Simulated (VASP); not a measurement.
# Sn in VASP: single point with PBEsol

Aim: the single point of Sn with PBEsol.

Everything below comes from runs of VASP 6.6.1. Logs are shortened: lines on timing, memory, paths and dates and some standing lists are left out, and cuts for length are marked.

### Step 1. The cell of the first run

The cell holds a slab with vacuum, 6 atoms: a = 4.626 Å, b = 4.626 Å, c = 25.177 Å, α = 90.00°, β = 90.00°, γ = 90.00°.

### Step 2. Single point, PBEsol

Contents of INCAR:

```
PREC = Accurate
ENCUT = 520
EDIFF = 1E-6
ISMEAR = 0
SIGMA = 0.1
LREAL = F
LASPH = T
NELM = 100
ALGO = Normal
ISIF = 2
LWAVE = F
LCHARG = F
LDIPOL = T
IDIPOL = 3
DIPOL = 0.5 0.5 0.500
GGA = PS
NBANDS = 51
```

Contents of KPOINTS:

```
regular mesh
0
Gamma
  6 6 1
```

Contents of POSCAR:

```
Sn
1.0
    4.6255804178      0.0000000000      0.0000000000
    0.0000000000      4.6255804178      0.0000000000
    0.0000000000      0.0000000000     25.1769482009
Sn
6
Direct
    0.0000000000      0.5000000000      0.3376104178
    0.0000000000      0.0000000000      0.4025662507
    0.5000000000      0.0000000000      0.4675220836
    0.5000000000      0.5000000000      0.5320292891
    0.0000000000      0.5000000000      0.5976840515
    0.0000000000      0.0000000000      0.6630243803
```

Potentials or basis: VASP PAW PBE potentials, release 64 (Sn_d).

Command:

```console
$ cat potpaw_PBE.64/Sn_d/POTCAR > POTCAR
$ mpirun -np 1 vasp_std > vasp.out
```

OUTCAR:

```text
PREC = Accurate
   ENCUT = 520
   EDIFF = 1E-6
   ISMEAR = 0
   LREAL = F
   LASPH = T
   NELM = 100
   ISIF = 2
   GGA = PS

 ion  position               nearest neighbor table
   1  0.000  0.500  0.338-   2 2.83   2 2.83
   2  0.000  0.000  0.403-   1 2.83   1 2.83   3 2.83   3 2.83
   3  0.500  0.000  0.468-   4 2.83   4 2.83   2 2.83   2 2.83
   4  0.500  0.500  0.532-   3 2.83   3 2.83   5 2.84   5 2.84
   5  0.000  0.500  0.598-   6 2.84   6 2.84   4 2.84   4 2.84
   6  0.000  0.000  0.663-   5 2.84   5 2.84

  LATTYP: Found a simple tetragonal cell.
 ALAT       =     4.6255804178
 C/A-ratio  =     5.4429814049

  Lattice vectors:

 A1 = (   4.6255804178,   0.0000000000,   0.0000000000)
 A2 = (   0.0000000000,   4.6255804178,   0.0000000000)
 A3 = (   0.0000000000,   0.0000000000,  25.1769482009)

Analysis of symmetry for initial positions (statically):
=====================================================================
 Subroutine PRICEL returns:
 Original cell was already a primitive cell.

 Routine SETGRP: Setting up the symmetry group for a
 simple tetragonal supercell.

 Subroutine GETGRP returns: Found  4 space group operations
 (whereof  4 operations were pure point group operations)
 out of a pool of 16 trial point group operations.

The static configuration has the point symmetry C_2v.

Analysis of symmetry for dynamics (positions and initial velocities):
=====================================================================
 Subroutine PRICEL returns:
 Original cell was already a primitive cell.

 Routine SETGRP: Setting up the symmetry group for a
 simple tetragonal supercell.

 Subroutine GETGRP returns: Found  4 space group operations
 (whereof  4 operations were pure point group operations)
 out of a pool of 16 trial point group operations.

The dynamic configuration has the point symmetry C_2v.

 Subroutine INISYM returns: Found  4 space group operations
 (whereof  4 operations are pure point group operations),
 and found     1 'primitive' translations

----------------------------------------------------------------------------------------

                                     Primitive cell

  volume of cell :     538.6858

  direct lattice vectors                    reciprocal lattice vectors
     4.625580418  0.000000000  0.000000000     0.216189085  0.000000000  0.000000000
     0.000000000  4.625580418  0.000000000     0.000000000  0.216189085  0.000000000
     0.000000000  0.000000000 25.176948201     0.000000000  0.000000000  0.039718873

  length of vectors
     4.625580418  4.625580418 25.176948201     0.216189085  0.216189085  0.039718873

  position of ions in fractional coordinates (direct lattice)
     0.000000000  0.500000000  0.337610418
     0.000000000  0.000000000  0.402566251
     0.500000000  0.000000000  0.467522084
     0.500000000  0.500000000  0.532029289
     0.000000000  0.500000000  0.597684052
     0.000000000  0.000000000  0.663024380

  ion indices of the primitive-cell ions
   primitive index   ion index
                 1           1
                 2           2
                 3           3
                 4           4
                 5           5
                 6           6

----------------------------------------------------------------------------------------

 KPOINTS: regular mesh

Automatic generation of k-mesh.
 Grid dimensions read from file:
 generate k-points for:    6    6    1

 Generating k-lattice:

  Cartesian coordinates                     Fractional coordinates (reciprocal lattice)
     0.036031514  0.000000000  0.000000000     0.166666667  0.000000000  0.000000000
     0.000000000  0.036031514  0.000000000     0.000000000  0.166666667  0.000000000
     0.000000000  0.000000000  0.039718873     0.000000000  0.000000000  1.000000000

  Length of vectors
     0.036031514  0.036031514  0.039718873

  Shift w.r.t. Gamma in fractional coordinates (k-lattice)
     0.000000000  0.000000000  0.000000000

 Subroutine IBZKPT returns following result:
 ===========================================

 Found     16 irreducible k-points:

 Following reciprocal coordinates:
            Coordinates               Weight
  0.000000  0.000000  0.000000      1.000000
  0.166667  0.000000  0.000000      2.000000
  0.000000  0.166667  0.000000      2.000000
  0.333333  0.000000  0.000000      2.000000
  0.000000  0.333333  0.000000      2.000000
  0.500000  0.000000  0.000000      1.000000
[... 8 lines left out ...]
 -0.333333  0.500000  0.000000      2.000000
  0.500000  0.500000  0.000000      1.000000
   k-points           NKPTS =     16   k-points in BZ     NKDIM =     16   number of bands    NBANDS=     51
   number of dos      NEDOS =    301   number of ions     NIONS =      6
   total plane-waves  NPLWV = 248832
   dimension x,y,z NGX =    36 NGY =   36 NGZ =  192
   dimension x,y,z NGXF=    72 NGYF=   72 NGZF=  384
   ions per type =               6
   NGX,Y,Z   is equivalent  to a cutoff of  12.94, 12.94, 12.68 a.u.
   NGXF,Y,Z  is equivalent  to a cutoff of  25.88, 25.88, 25.36 a.u.
 SYSTEM =  unknown system
   PREC   = accura    normal or accurate (medium, high low for compatibility)
   ISTART =      0    job   : 0-new  1-cont  2-samecut
   ICHARG =      2    charge: 1-file 2-atom 10-const
   ISPIN  =      1    spin polarized calculation?
   LNONCOLLINEAR =      F non collinear calculations
   LSORBIT =      F    spin-orbit coupling
   LASPH  =      T    aspherical Exc in radial PAW
   ENCUT  =  520.0 eV  38.22 Ry    6.18 a.u.   8.60  8.60 46.81*2*pi/ulx,y,z
   NELM   =    100;   NELMIN=  2; NELMDL= -5     # of ELM steps
   EDIFF  = 0.1E-05   stopping-criterion for ELM
   LREAL  =      F    real-space projection
   EDIFFG = 0.1E-04   stopping-criterion for IOM
   NSW    =      0    number of steps for IOM
   IBRION =     -1    ionic relax: 0-MD 1-quasi-New 2-CG
   NFREE  =      0    steps in history (QN), initial steepest desc. (CG)
   ISIF   =      2    stress and relaxation
   ISYM   =      2    0-nonsym 1-usesym 2-fastsym
   POTIM  = 0.5000    time-step for ionic-motion
   TEBEG  =    0.0;   TEEND  =   0.0 temperature during run
   PSTRESS=    0.0 pullay stress
   NELECT =      84.0000    total number of electrons
   NUPDOWN=      -1.0000    fix difference up-down
   EMIN   =  10.00;   EMAX   =-10.00  energy-range for DOS
   EFERMI =   0.00;   METHOD = LEGACY
   ISMEAR =     0;   SIGMA  =   0.10  broadening in eV -4-tet -1-fermi 0-gaus
   EFERMI_NEDOS =   21; number of points for ismear=-14 and -15
   IALGO  =     38    algorithm
   IMIX   =      4    mixing-type and parameters
     AMIX     =   0.40;   BMIX     =  1.00
     AMIX_MAG =   1.60;   BMIX_MAG =  1.00
  volume/ion in A,a.u.               =      89.78       605.87
  Fermi-wavevector in a.u.,A,eV,Ry     =   0.881163  1.665156 10.564211  0.776448
  Thomas-Fermi vector in A             =   2.001621
   LORBIT       =      0    0 simple, 1 ext, 2 COOP (PROOUT), +10 PAW based schemes
   GGA     = PS    functional components
   LHFCALC =     F    Hartree Fock is set to
   AEXX    =    0.0000 exact exchange contribution
   IVDW    =     0    specifies the selected vdW correction
   LEPSILON=     F    determine dielectric tensor
   LRPA    =     F    only Hartree local field effects (RPA)
 non-spin polarized calculation
 Gauss-broadening in eV      SIGMA  =   0.10
  energy-cutoff  :      520.00
  volume of cell :      538.69
 maximum number of plane-waves:     14534
 NGX is ok and might be reduce to    36
   NGX = 17   NGY = 17   NGZ = 93

 dipolmoment           0.000000      0.000000     -0.000390 electrons x Angstroem

 number of electron      84.0000011 magnetization

 dipolmoment           0.000000      0.000000      0.000564 electrons x Angstroem

 Free energy of the ion-electron system (eV)
  ---------------------------------------------------
  ext. energy  EPLUGINS =         0.00000000
  ---------------------------------------------------
  free energy    TOTEN  =       -22.65932254 eV

  energy without entropy =      -22.62277862  energy(sigma->0) =      -22.64105058

 E-fermi :  -0.8675     XC(G=0):  -4.1394

 val. band max:       -0.8828023714   @ k =   0.5000   0.1667   0.0000
 cond. band min:      -0.8479064046   @ k =   0.3333   0.1667   0.0000
 fundamental gap:      0.0348959668
 Fermi energy:        -0.8674524881

 k-point     1 :       0.0000    0.0000    0.0000
  band No.  band energies     occupation
      1     -22.1996      2.00000
      2     -22.1395      2.00000
      3     -22.1139      2.00000
      4     -22.1004      2.00000
      5     -22.0980      2.00000
      6     -22.0508      2.00000
[... 43 lines left out ...]
     50       2.3893      0.00000
     51       3.3436      0.00000

 k-point     2 :       0.1667    0.0000    0.0000
  band No.  band energies     occupation
      1     -22.2008      2.00000
      2     -22.1532      2.00000
      3     -22.1119      2.00000
      4     -22.1023      2.00000
      5     -22.0809      2.00000
      6     -22.0506      2.00000
[... 43 lines left out ...]
     50       2.5038      0.00000
     51       3.2733      0.00000

 k-point     3 :       0.0000    0.1667    0.0000
  band No.  band energies     occupation
      1     -22.2050      2.00000
      2     -22.1408      2.00000
      3     -22.1192      2.00000
      4     -22.1089      2.00000
      5     -22.0823      2.00000
      6     -22.0609      2.00000
[... 43 lines left out ...]
     50       2.5512      0.00000
     51       3.1258      0.00000
[... 595 lines left out ...]
 k-point    15 :      -0.3333    0.5000    0.0000
  band No.  band energies     occupation
      1     -22.1895      2.00000
      2     -22.1846      2.00000
      3     -22.1316      2.00000
      4     -22.1160      2.00000
      5     -22.0777      2.00000
      6     -22.0685      2.00000
[... 43 lines left out ...]
     50       3.4339      0.00000
     51       4.2363      0.00000

 k-point    16 :       0.5000    0.5000    0.0000
  band No.  band energies     occupation
      1     -22.1921      2.00000
      2     -22.1873      2.00000
      3     -22.1250      2.00000
      4     -22.1095      2.00000
      5     -22.0762      2.00000
      6     -22.0681      2.00000
[... 43 lines left out ...]
     50       3.5706      0.00000
     51       3.7674      0.00000

------------------------ aborting loop because EDIFF is reached ----------------------------------------

 vacuum level on the upper side and lower side of the slab       (xc-potential included)        -0.129        -0.134

  FORCE on cell =-STRESS in cart. coord.  units (eV):
  Direction    XX          YY          ZZ          XY          YZ          ZX
  --------------------------------------------------------------------------------------
  -------------------------------------------------------------------------------------
  Total       -1.6881839     -0.3638584      0.1380746      0.0000000      0.0000000      0.0000000
  in kB       -5.0210528     -1.0821997      0.4106661      0.0000000      0.0000000      0.0000000
  external PRESSURE =      -1.8975288 kB  Pullay stress =       0.0000000 kB

 VOLUME and BASIS-vectors are now :
 -----------------------------------------------------------------------------
  energy-cutoff  :      520.00
  volume of cell :      538.69
      direct lattice vectors                 reciprocal lattice vectors
     4.625580418  0.000000000  0.000000000     0.216189085  0.000000000  0.000000000
     0.000000000  4.625580418  0.000000000     0.000000000  0.216189085  0.000000000
     0.000000000  0.000000000 25.176948201     0.000000000  0.000000000  0.039718873

 POSITION                                       TOTAL-FORCE (eV/Angst)
 -----------------------------------------------------------------------------------
      0.00000      2.31279      8.50000         0.000000      0.000000     -0.049768
      0.00000      0.00000     10.13539         0.000000      0.000000     -0.028355
      2.31279      0.00000     11.77078         0.000000      0.000000      0.075142
      2.31279      2.31279     13.39487         0.000000      0.000000      0.003601
      0.00000      2.31279     15.04786         0.000000      0.000000     -0.006491
      0.00000      0.00000     16.69293         0.000000      0.000000      0.005870
 -----------------------------------------------------------------------------------
    total drift:                                0.000000      0.000000     -0.001759

  FREE ENERGIE OF THE ION-ELECTRON SYSTEM (eV)
  ---------------------------------------------------
  free  energy   TOTEN  =       -22.6593225440 eV

  energy  without entropy=      -22.6227786244  energy(sigma->0) =      -22.64105058

 vacuum level on the upper side and lower side of the slab         3.605         3.600
```

It took 12 min on 1 thread of Intel Xeon Platinum 8259CL at 2.50GHz (Skylake/Cascade Lake), shared host; peak memory 0.67 GiB.

Results:

* Free energy: -22.6593 eV
* Largest force: 0.075 eV/Å
* Band gap on the k mesh: zero (bands 42 and 43 overlap by 0.93 eV)

Forces in eV/Å, atoms in the order of the input:
```
Sn   0.000  0.000 -0.050
Sn   0.000  0.000 -0.028
Sn   0.000  0.000  0.075
Sn   0.000  0.000  0.004
Sn   0.000  0.000 -0.006
Sn   0.000  0.000  0.006
```

Caveat: the PAW data sets were made with another functional, which shifts forces and pressure a little; spin-orbit coupling is left out, which moves the levels of the heavy elements.
